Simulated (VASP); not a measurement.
## Zn6O: single point with PBE

The system is Zn6O.

```
Zn O
1.0
    -3.38517    3.38517    2.53802
     3.38517   -3.38517    2.53802
     3.38517    3.38517   -2.53802
Zn O
6 1
Cartesian
  0.0000 3.3852 1.2690
  3.3852 0.0000 1.2690
  1.4122 1.4122 2.5380
  1.9730 1.9730 0.0000
  -1.4122 1.4122 2.5380
  1.4122 -1.4122 2.5380
  0.0000 0.0000 2.5380
```

| Property | Result |
| --- | --- |
| Program | VASP 6.6.1 |
| Task | single point |
| Functional | PBE |
| Potentials or basis | VASP PAW PBE potentials, release 64 (Zn, O) |
| Cutoff | 520 eV |
| k mesh | 4 × 4 × 4 |
| Occupations | gaussian, width 0.2 eV |
| Spin | no spin polarisation |

- Pressure: 0.8 GPa
- Largest force: 0.128 eV/Å
- Band gap on the k mesh: zero (band 39 reaches 2.14 eV, above the bottom of band 40 at 0.97 eV)

Forces on the atoms (eV/Å):
```
Zn   0.000  0.000  0.000
Zn   0.000  0.000  0.000
Zn   0.091  0.091  0.000
Zn  -0.091 -0.091  0.000
Zn  -0.091  0.091  0.000
Zn   0.091 -0.091  0.000
O    0.000  0.000  0.000
```

Stress tensor (GPa, compression positive):
```
0.86 0.00 0.00
0.00 0.86 0.00
0.00 0.00 0.60
```

Levels at points of the mesh, in eV from the Fermi level:
```tsv
k point	band 35	band 36	band 37	band 38	band 39	band 40	band 41	band 42	band 43	band 44
(0.00, 0.00, 0.00)	-2.09	-1.55	-1.13	0.00	0.00	0.38	0.38	1.61	1.95	3.03
(0.50, 0.00, 0.00)	-3.07	-2.19	-2.15	-1.52	-0.46	-0.38	3.95	4.16	4.73	5.68
(0.50, 0.50, 0.00)	-2.63	-2.57	-0.75	-0.70	-0.61	0.87	1.16	2.08	4.54	5.07
(0.50, 0.50, 0.50)	-3.29	-1.63	-1.57	-1.57	-0.37	1.61	3.29	4.48	5.57	5.57
```

Run time: 2.1 min on 1 thread of Intel(R) Xeon(R) Platinum 8488C (Sapphire Rapids), with other jobs on the host, peak memory 0.25 GiB.

Caveat: the k points lie up to 0.39 Å⁻¹ apart.
